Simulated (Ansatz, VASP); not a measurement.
**MgS in VASP and in Ansatz**

```xyz
2
Lattice="0.0000 2.6144 2.6144 2.6144 0.0000 2.6144 2.6144 2.6144 0.0000" Properties=species:S:1:pos:R:3 pbc="T T T"
Mg    0.0000    0.0000    0.0000
S     2.6144    2.6144    2.6144
```

Alike in both runs: task electric field gradients; functional PBEsol; k mesh 14 × 14 × 14; occupations fermi-dirac, width 0.03 eV; no spin polarisation.

|  | VASP | Ansatz |
| --- | --- | --- |
| version | VASP 6.6.1 | Ansatz 0.2.0 |
| potentials or method | VASP PAW PBE potentials, release 64 (Mg, S) | PAW with Ansatz's default frozen-core files, scalar-relativistic |
| plane-wave cutoff (eV) | 520 | 420 |
| valence electrons in the cell | 8 | 16 |

```csv
,VASP,Ansatz,Ansatz less VASP
gap on the k mesh at the Fermi level (eV),2.67,2.67,-0.001
pressure (GPa),-2.2,-2.0,+0.20
```

VASP's potentials were made for PBE, not for PBEsol. The functional is the same, so the differences come from potentials, cutoffs and numerics. VASP's potentials hold 8 valence electrons a cell and Ansatz's 16, so a difference there can come from the potentials and not from the codes.
